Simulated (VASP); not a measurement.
# SiB2 (Fm-3m) in VASP: notebook

Runs on SiB2. Level: PBE. Tasks: single point, relaxation of cell and atoms.

Everything below comes from runs of VASP 6.6.1. Logs are shortened: lines on timing, memory, paths and dates and some standing lists are left out, and cuts for length are marked.

### 1 The cell of the first run

Symmetry: Fm-3m, No. 225, cubic system. The conventional cell has a = 4.887 Å, b = 4.887 Å, c = 4.887 Å, α = 90.00°, β = 90.00°, γ = 90.00°. Si (site symmetry m-3m) has 8 B at 2.12 Å within 2.8 Å. Within 2.8 Å of B (site symmetry -43m) lie 4 Si at 2.12 Å and 6 B at 2.44 Å.

The cell was built from a structure type or drawn by symmetry, and may not be a known phase.

### 2 Single point, PBE

File INCAR:

```
PREC = Accurate
ENCUT = 520
EDIFF = 1E-7
ISMEAR = 0
SIGMA = 0.1
LREAL = False
LASPH = True
NELM = 100
ALGO = Normal
ISIF = 2
LWAVE = False
LCHARG = True
GGA = PE
LELF = True
LVHAR = True
NBANDS = 12
```

File KPOINTS:

```
Automatic mesh
0
Gamma
  6 6 6
```

File POSCAR:

```
SiB2
1.0
    0.0000000000      2.4433506753      2.4433506753
    2.4433506753      0.0000000000      2.4433506753
    2.4433506753      2.4433506753      0.0000000000
Si B
1 2
Direct
    0.0000000000      0.0000000000      0.0000000000
    0.2500000000      0.2500000000      0.2500000000
    0.7500000000      0.7500000000      0.7500000000
```

Potentials or basis: VASP PAW PBE potentials, release 64 (Si, B).

Run with:

```bash
$ cat potpaw_PBE.64/Si/POTCAR potpaw_PBE.64/B/POTCAR > POTCAR
$ mpirun -np 1 vasp_std > vasp.out
```

OUTCAR:

```text
PREC = Accurate
   ENCUT = 520
   EDIFF = 1E-7
   ISMEAR = 0
   LREAL = False
   LASPH = True
   NELM = 100
   ISIF = 2
   GGA = PE

 ion  position               nearest neighbor table
   1  0.000  0.000  0.000-   2 2.12   3 2.12   3 2.12   3 2.12   3 2.12   2 2.12   2 2.12   2 2.12

   2  0.250  0.250  0.250-   1 2.12   1 2.12   1 2.12   1 2.12
   3  0.750  0.750  0.750-   1 2.12   1 2.12   1 2.12   1 2.12

  LATTYP: Found a face centered cubic cell.
 ALAT       =     4.8867013506

  Lattice vectors:

 A1 = (   0.0000000000,   2.4433506753,   2.4433506753)
 A2 = (   2.4433506753,   0.0000000000,   2.4433506753)
 A3 = (   2.4433506753,   2.4433506753,   0.0000000000)

Analysis of symmetry for initial positions (statically):
=====================================================================
 Subroutine PRICEL returns:
 Original cell was already a primitive cell.

 Routine SETGRP: Setting up the symmetry group for a
 face centered cubic supercell.

 Subroutine GETGRP returns: Found 48 space group operations
 (whereof 48 operations were pure point group operations)
 out of a pool of 48 trial point group operations.

The static configuration has the point symmetry O_h .

Analysis of symmetry for dynamics (positions and initial velocities):
=====================================================================
 Subroutine PRICEL returns:
 Original cell was already a primitive cell.

 Routine SETGRP: Setting up the symmetry group for a
 face centered cubic supercell.

 Subroutine GETGRP returns: Found 48 space group operations
 (whereof 48 operations were pure point group operations)
 out of a pool of 48 trial point group operations.

The dynamic configuration has the point symmetry O_h .

 Subroutine INISYM returns: Found 48 space group operations
 (whereof 48 operations are pure point group operations),
 and found     1 'primitive' translations

----------------------------------------------------------------------------------------

                                     Primitive cell

  volume of cell :      29.1734

  direct lattice vectors                    reciprocal lattice vectors
     0.000000000  2.443350675  2.443350675    -0.204637020  0.204637020  0.204637020
     2.443350675  0.000000000  2.443350675     0.204637020 -0.204637020  0.204637020
     2.443350675  2.443350675  0.000000000     0.204637020  0.204637020 -0.204637020

  length of vectors
[... 85 lines left out ...]
   PSTRESS=    0.0 pullay stress
   NELECT =      10.0000    total number of electrons
   NUPDOWN=      -1.0000    fix difference up-down
   EMIN   =  10.00;   EMAX   =-10.00  energy-range for DOS
   EFERMI =   0.00;   METHOD = LEGACY
   ISMEAR =     0;   SIGMA  =   0.10  broadening in eV -4-tet -1-fermi 0-gaus
   EFERMI_NEDOS =   21; number of points for ismear=-14 and -15
   IALGO  =     38    algorithm
   IMIX   =      4    mixing-type and parameters
     AMIX     =   0.40;   BMIX     =  1.00
     AMIX_MAG =   1.60;   BMIX_MAG =  1.00
  volume/ion in A,a.u.               =       9.72        65.62
  Fermi-wavevector in a.u.,A,eV,Ry     =   1.145721  2.165100 17.860062  1.312678
  Thomas-Fermi vector in A             =   2.282409
   LORBIT       =      0    0 simple, 1 ext, 2 COOP (PROOUT), +10 PAW based schemes
   GGA     = PE    functional components
   LHFCALC =     F    Hartree Fock is set to
   AEXX    =    0.0000 exact exchange contribution
   IVDW    =     0    specifies the selected vdW correction
   LEPSILON=     F    determine dielectric tensor
   LRPA    =     F    only Hartree local field effects (RPA)
 non-spin polarized calculation
 Gauss-broadening in eV      SIGMA  =   0.10
  energy-cutoff  :      520.00
  volume of cell :       29.17
 maximum number of plane-waves:       797
 NGX is ok and might be reduce to    28
   NGX = 13   NGY = 13   NGZ = 13

 number of electron      10.0000000 magnetization

 Free energy of the ion-electron system (eV)
  ---------------------------------------------------
  ext. energy  EPLUGINS =         0.00000000
  ---------------------------------------------------
  free energy    TOTEN  =       -15.68676589 eV

  energy without entropy =      -15.67117421  energy(sigma->0) =      -15.67897005

 E-fermi :   8.6398     XC(G=0): -11.3880

 val. band max:        8.4851373780   @ k =   0.5000   0.0000   0.0000
 cond. band min:       8.6699588148   @ k =   0.3333   0.0000   0.0000
 fundamental gap:      0.1848214367
 Fermi energy:         8.6398002555

 k-point     1 :       0.0000    0.0000    0.0000
  band No.  band energies     occupation
      1      -6.9635      2.00000
      2       6.4329      2.00000
      3       6.4329      2.00000
      4       6.4329      2.00000
      5       9.1179      0.00000
      6       9.1179      0.00000
      7       9.1179      0.00000
      8       9.9463      0.00000
      9      14.5265      0.00000
     10      14.5265      0.00000
     11      14.5265      0.00000
     12      16.1674      0.00000
[... 211 lines left out ...]
 k-point    16 :      -0.3333    0.5000    0.1667
  band No.  band energies     occupation
      1      -1.4528      2.00000
      2      -1.0775      2.00000
      3       0.5200      2.00000
      4       1.6220      2.00000
      5       6.9783      2.00000
      6      11.1922      0.00000
      7      11.2534      0.00000
      8      14.1731      0.00000
      9      15.8401      0.00000
     10      16.3884      0.00000
     11      21.8576      0.00000
     12      22.5929      0.00000

------------------------ aborting loop because EDIFF is reached ----------------------------------------

  FORCE on cell =-STRESS in cart. coord.  units (eV):
  Direction    XX          YY          ZZ          XY          YZ          ZX
  --------------------------------------------------------------------------------------
  -------------------------------------------------------------------------------------
  Total       -0.0260976     -0.0260976     -0.0260976     -0.0000000      0.0000000     -0.0000000
  in kB       -1.4332534     -1.4332534     -1.4332534     -0.0000000      0.0000000     -0.0000000
  external PRESSURE =      -1.4332534 kB  Pullay stress =       0.0000000 kB

 VOLUME and BASIS-vectors are now :
 -----------------------------------------------------------------------------
  energy-cutoff  :      520.00
  volume of cell :       29.17
      direct lattice vectors                 reciprocal lattice vectors
     0.000000000  2.443350675  2.443350675    -0.204637020  0.204637020  0.204637020
     2.443350675  0.000000000  2.443350675     0.204637020 -0.204637020  0.204637020
     2.443350675  2.443350675  0.000000000     0.204637020  0.204637020 -0.204637020

 POSITION                                       TOTAL-FORCE (eV/Angst)
 -----------------------------------------------------------------------------------
      0.00000      0.00000      0.00000        -0.000000     -0.000000      0.000000
      1.22168      1.22168      1.22168         0.000000      0.000000      0.000000
      3.66503      3.66503      3.66503        -0.000000     -0.000000     -0.000000
 -----------------------------------------------------------------------------------
    total drift:                                0.000000      0.000000     -0.000000

  FREE ENERGIE OF THE ION-ELECTRON SYSTEM (eV)
  ---------------------------------------------------
  free  energy   TOTEN  =       -15.6867658932 eV

  energy  without entropy=      -15.6711742104  energy(sigma->0) =      -15.67897005
```

It took 4.1 s on 1 thread of Intel Xeon 6975P-C (Granite Rapids), shared host; peak memory 0.14 GiB.

Results:

| Property | Result |
| --- | --- |
| Free energy | -15.6868 eV |
| Pressure | -0.1 GPa |
| Band gap on the k mesh | zero (bands 5 and 6 overlap by 1.46 eV) |

Caveat: the k points lie up to 0.37 Å⁻¹ apart, too coarse for converged energies and pressures of a metal.

### 3 Single point, PBE

This run uses another cell than the first one, of 11.37 Å³/atom.

File INCAR:

```
SYSTEM = SiB2
PREC = Accurate ; ENCUT = 520
EDIFF = 1E-6 ; ISMEAR = 0
SIGMA = 0.1 ; LREAL = .FALSE.
LASPH = .TRUE. ; NELM = 80
ALGO = Normal ; ISIF = 2
LWAVE = .FALSE. ; LCHARG = .TRUE.
GGA = PE ; LELF = .TRUE.
LVHAR = .TRUE. ; NBANDS = 12
```

File KPOINTS:

```
Automatic mesh
0
G
  6 6 6
  0 0 0
```

File POSCAR:

```
SiB2
1.0
    0.0000000000      2.5741201600      2.5741201600
    2.5741201600      0.0000000000      2.5741201600
    2.5741201600      2.5741201600      0.0000000000
Si B
1 2
Direct
    0.0000000000      0.0000000000      0.0000000000
    0.2500000000      0.2500000000      0.2500000000
    0.7500000000      0.7500000000      0.7500000000
```

Potentials or basis: VASP PAW PBE potentials, release 64 (Si, B).

Run with:

```bash
$ cat potpaw_PBE.64/Si/POTCAR potpaw_PBE.64/B/POTCAR > POTCAR
$ mpirun -np 1 vasp_std > vasp.out
```

OUTCAR:

```text
SYSTEM = SiB2
   PREC = Accurate
   ENCUT = 520
   EDIFF = 1E-6
   ISMEAR = 0
   LREAL = .FALSE.
   LASPH = .TRUE.
   NELM = 80
   ISIF = 2
   GGA = PE

 ion  position               nearest neighbor table
   1  0.000  0.000  0.000-   2 2.23   3 2.23   3 2.23   3 2.23   3 2.23   2 2.23   2 2.23   2 2.23

   2  0.250  0.250  0.250-   1 2.23   1 2.23   1 2.23   1 2.23
   3  0.750  0.750  0.750-   1 2.23   1 2.23   1 2.23   1 2.23

  LATTYP: Found a face centered cubic cell.
 ALAT       =     5.1482403200

  Lattice vectors:

 A1 = (   0.0000000000,   2.5741201600,   2.5741201600)
 A2 = (   2.5741201600,   0.0000000000,   2.5741201600)
 A3 = (   2.5741201600,   2.5741201600,   0.0000000000)

Analysis of symmetry for initial positions (statically):
=====================================================================
 Subroutine PRICEL returns:
 Original cell was already a primitive cell.

 Routine SETGRP: Setting up the symmetry group for a
 face centered cubic supercell.

 Subroutine GETGRP returns: Found 48 space group operations
 (whereof 48 operations were pure point group operations)
 out of a pool of 48 trial point group operations.

The static configuration has the point symmetry O_h .

Analysis of symmetry for dynamics (positions and initial velocities):
=====================================================================
 Subroutine PRICEL returns:
 Original cell was already a primitive cell.

 Routine SETGRP: Setting up the symmetry group for a
 face centered cubic supercell.

 Subroutine GETGRP returns: Found 48 space group operations
 (whereof 48 operations were pure point group operations)
 out of a pool of 48 trial point group operations.

The dynamic configuration has the point symmetry O_h .

 Subroutine INISYM returns: Found 48 space group operations
 (whereof 48 operations are pure point group operations),
 and found     1 'primitive' translations

----------------------------------------------------------------------------------------

                                     Primitive cell

  volume of cell :      34.1127

  direct lattice vectors                    reciprocal lattice vectors
     0.000000000  2.574120160  2.574120160    -0.194241127  0.194241127  0.194241127
     2.574120160  0.000000000  2.574120160     0.194241127 -0.194241127  0.194241127
     2.574120160  2.574120160  0.000000000     0.194241127  0.194241127 -0.194241127

  length of vectors
     3.640355641  3.640355641  3.640355641     0.336435500  0.336435500  0.336435500

  position of ions in fractional coordinates (direct lattice)
     0.000000000  0.000000000  0.000000000
     0.250000000  0.250000000  0.250000000
     0.750000000  0.750000000  0.750000000

  ion indices of the primitive-cell ions
   primitive index   ion index
                 1           1
                 2           2
                 3           3

----------------------------------------------------------------------------------------

 KPOINTS: Automatic mesh

Automatic generation of k-mesh.
 Grid dimensions read from file:
[... 27 lines left out ...]
  0.333333  0.166667  0.000000     24.000000
[... 8 lines left out ...]
 -0.333333  0.333333  0.166667     24.000000
 -0.333333  0.500000  0.166667     12.000000
   k-points           NKPTS =     16   k-points in BZ     NKDIM =     16   number of bands    NBANDS=     12
   number of dos      NEDOS =    301   number of ions     NIONS =      3
   total plane-waves  NPLWV =  21952
   dimension x,y,z NGX =    28 NGY =   28 NGZ =   28
   dimension x,y,z NGXF=    56 NGYF=   56 NGZF=   56
   ions per type =               1   2
   NGX,Y,Z   is equivalent  to a cutoff of  12.79, 12.79, 12.79 a.u.
   NGXF,Y,Z  is equivalent  to a cutoff of  25.57, 25.57, 25.57 a.u.
 SYSTEM =  SiB2
   PREC   = accura    normal or accurate (medium, high low for compatibility)
   ISTART =      0    job   : 0-new  1-cont  2-samecut
   ICHARG =      2    charge: 1-file 2-atom 10-const
   ISPIN  =      1    spin polarized calculation?
   LNONCOLLINEAR =      F non collinear calculations
   LSORBIT =      F    spin-orbit coupling
   LASPH  =      T    aspherical Exc in radial PAW
   ENCUT  =  520.0 eV  38.22 Ry    6.18 a.u.   6.77  6.77  6.77*2*pi/ulx,y,z
   NELM   =     80;   NELMIN=  2; NELMDL= -5     # of ELM steps
   EDIFF  = 0.1E-05   stopping-criterion for ELM
   LREAL  =      F    real-space projection
   EDIFFG = 0.1E-04   stopping-criterion for IOM
   NSW    =      0    number of steps for IOM
   IBRION =     -1    ionic relax: 0-MD 1-quasi-New 2-CG
   NFREE  =      0    steps in history (QN), initial steepest desc. (CG)
   ISIF   =      2    stress and relaxation
   ISYM   =      2    0-nonsym 1-usesym 2-fastsym
   POTIM  = 0.5000    time-step for ionic-motion
   TEBEG  =    0.0;   TEEND  =   0.0 temperature during run
   PSTRESS=    0.0 pullay stress
   NELECT =      10.0000    total number of electrons
   NUPDOWN=      -1.0000    fix difference up-down
   EMIN   =  10.00;   EMAX   =-10.00  energy-range for DOS
   EFERMI =   0.00;   METHOD = LEGACY
   ISMEAR =     0;   SIGMA  =   0.10  broadening in eV -4-tet -1-fermi 0-gaus
   EFERMI_NEDOS =   21; number of points for ismear=-14 and -15
   IALGO  =     38    algorithm
   IMIX   =      4    mixing-type and parameters
     AMIX     =   0.40;   BMIX     =  1.00
     AMIX_MAG =   1.60;   BMIX_MAG =  1.00
  volume/ion in A,a.u.               =      11.37        76.73
  Fermi-wavevector in a.u.,A,eV,Ry     =   1.087517  2.055109 16.091515  1.182693
  Thomas-Fermi vector in A             =   2.223678
   LORBIT       =      0    0 simple, 1 ext, 2 COOP (PROOUT), +10 PAW based schemes
   GGA     = PE    functional components
   LHFCALC =     F    Hartree Fock is set to
   AEXX    =    0.0000 exact exchange contribution
   IVDW    =     0    specifies the selected vdW correction
   LEPSILON=     F    determine dielectric tensor
   LRPA    =     F    only Hartree local field effects (RPA)
 non-spin polarized calculation
 Gauss-broadening in eV      SIGMA  =   0.10
  energy-cutoff  :      520.00
  volume of cell :       34.11
 maximum number of plane-waves:       941
   NGX = 13   NGY = 13   NGZ = 13

 number of electron      10.0000000 magnetization

 Free energy of the ion-electron system (eV)
  ---------------------------------------------------
  ext. energy  EPLUGINS =         0.00000000
  ---------------------------------------------------
  free energy    TOTEN  =       -15.38988670 eV

  energy without entropy =      -15.37855591  energy(sigma->0) =      -15.38422131

 E-fermi :   6.8351     XC(G=0): -10.7582

 val. band max:        6.8023345088   @ k =   0.1667   0.0000   0.0000
 cond. band min:       6.8951150747   @ k =  -0.1667   0.1667   0.0000
 fundamental gap:      0.0927805660
 Fermi energy:         6.8351470784

 k-point     1 :       0.0000    0.0000    0.0000
  band No.  band energies     occupation
      1      -7.2788      2.00000
      2       5.2027      2.00000
      3       5.2027      2.00000
      4       5.2027      2.00000
      5       7.1062      0.00013
      6       7.2415      0.00000
      7       7.2415      0.00000
      8       7.2415      0.00000
      9      12.2843      0.00000
     10      12.4175      0.00000
     11      12.4175      0.00000
     12      12.4175      0.00000
[... 211 lines left out ...]
 k-point    16 :      -0.3333    0.5000    0.1667
  band No.  band energies     occupation
      1      -2.3823      2.00000
      2      -1.9665      2.00000
      3      -0.4814      2.00000
      4       0.8668      2.00000
      5       5.3346      2.00000
      6       9.1852      0.00000
      7       9.3448      0.00000
      8      11.8818      0.00000
      9      13.2326      0.00000
     10      13.9321      0.00000
     11      18.3417      0.00000
     12      18.7248      0.00000

------------------------ aborting loop because EDIFF is reached ----------------------------------------

  FORCE on cell =-STRESS in cart. coord.  units (eV):
  Direction    XX          YY          ZZ          XY          YZ          ZX
  --------------------------------------------------------------------------------------
  -------------------------------------------------------------------------------------
  Total       -3.6043358     -3.6043358     -3.6043358      0.0000000      0.0000000     -0.0000000
  in kB     -169.2853541   -169.2853541   -169.2853541      0.0000000      0.0000000     -0.0000000
  external PRESSURE =    -169.2853541 kB  Pullay stress =       0.0000000 kB

 VOLUME and BASIS-vectors are now :
 -----------------------------------------------------------------------------
  energy-cutoff  :      520.00
  volume of cell :       34.11
      direct lattice vectors                 reciprocal lattice vectors
     0.000000000  2.574120160  2.574120160    -0.194241127  0.194241127  0.194241127
     2.574120160  0.000000000  2.574120160     0.194241127 -0.194241127  0.194241127
     2.574120160  2.574120160  0.000000000     0.194241127  0.194241127 -0.194241127

 POSITION                                       TOTAL-FORCE (eV/Angst)
 -----------------------------------------------------------------------------------
      0.00000      0.00000      0.00000         0.000000      0.000000      0.000000
      1.28706      1.28706      1.28706        -0.000000     -0.000000     -0.000000
      3.86118      3.86118      3.86118         0.000000      0.000000      0.000000
 -----------------------------------------------------------------------------------
    total drift:                                0.000000      0.000000     -0.000000

  FREE ENERGIE OF THE ION-ELECTRON SYSTEM (eV)
  ---------------------------------------------------
  free  energy   TOTEN  =       -15.3898867023 eV

  energy  without entropy=      -15.3785559140  energy(sigma->0) =      -15.38422131
```

OSZICAR:

```text
N       E                     dE             d eps       ncg     rms          rms(c)
DAV:   1     0.975307590886E+01    0.97531E+01   -0.45376E+03   392   0.700E+02
DAV:   2    -0.146325609250E+02   -0.24386E+02   -0.23284E+02   500   0.117E+02
DAV:   3    -0.154881481479E+02   -0.85559E+00   -0.83821E+00   500   0.168E+01
DAV:   4    -0.154933329519E+02   -0.51848E-02   -0.51551E-02   468   0.135E+00
DAV:   5    -0.154933658145E+02   -0.32863E-04   -0.32861E-04   484   0.115E-01    0.438E+00
DAV:   6    -0.154072548941E+02    0.86111E-01   -0.93245E-02   440   0.151E+00    0.248E+00
DAV:   7    -0.153896360623E+02    0.17619E-01   -0.52775E-02   452   0.118E+00    0.412E-01
DAV:   8    -0.153895464332E+02    0.89629E-04   -0.38336E-03   444   0.386E-01    0.123E-01
DAV:   9    -0.153898364612E+02   -0.29003E-03   -0.30881E-04   464   0.115E-01    0.633E-02
DAV:  10    -0.153898811258E+02   -0.44665E-04   -0.41621E-05   468   0.382E-02    0.111E-02
DAV:  11    -0.153898864442E+02   -0.53184E-05   -0.64805E-06   448   0.150E-02    0.729E-03
DAV:  12    -0.153898867023E+02   -0.25815E-06   -0.46048E-07   388   0.464E-03
   1 F= -.15389887E+02 E0= -.15384221E+02  d E =-.113308E-01
```

Run time: 4 s. Hardware: 1 thread of Intel Xeon 6975P-C (Granite Rapids), shared host; peak memory 0.14 GiB.

What came out:

| Item | Value |
| --- | --- |
| Free energy | -15.3899 eV |
| Pressure | -16.9 GPa |
| Band gap on the k mesh | zero (bands 5 and 6 overlap by 0.77 eV) |

Caveat: the cell stands under tension.

(Part 1 of 2 ends here.)
